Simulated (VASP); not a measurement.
WC, 16 atoms in the cell. The typed cell holds 16 atoms: a = 5.877 Å, b = 5.089 Å, c = 5.771 Å, α = 90.00°, β = 90.00°, γ = 90.00°. 

```yaml
Program: VASP 6.6.1
Task: single point
Functional: PBE
Dispersion: D3(BJ)
Potentials_or_basis: VASP PAW PBE potentials, release 64 (W_sv, C)
Cutoff: 520 eV
k_mesh: 3 × 3 × 3
Occupations: fermi-dirac, width 0.36 eV
Spin: no spin polarisation
Dipole_correction: no
Further_INCAR_settings: LREAL = Auto; ALGO = Normal; EDIFF = 1e-07; NBANDS = 86
```

Potentials or basis: VASP PAW PBE potentials, release 64 (W_sv, C).

Command:

```bash
$ cat potpaw_PBE.64/W_sv/POTCAR potpaw_PBE.64/C/POTCAR > POTCAR
$ mpirun -np 1 vasp_std > vasp.out
```

Hardware: 1 thread of AMD EPYC 9R45 96-Core Processor (Zen 5), with other jobs on the host.

How long does it take, and how much memory?

Wall time 4.3 min on 1 thread of AMD EPYC 9R45 96-Core Processor (Zen 5), on a shared host, peak memory 0.34 GiB. Counts: scf iterations 18, k points 14.
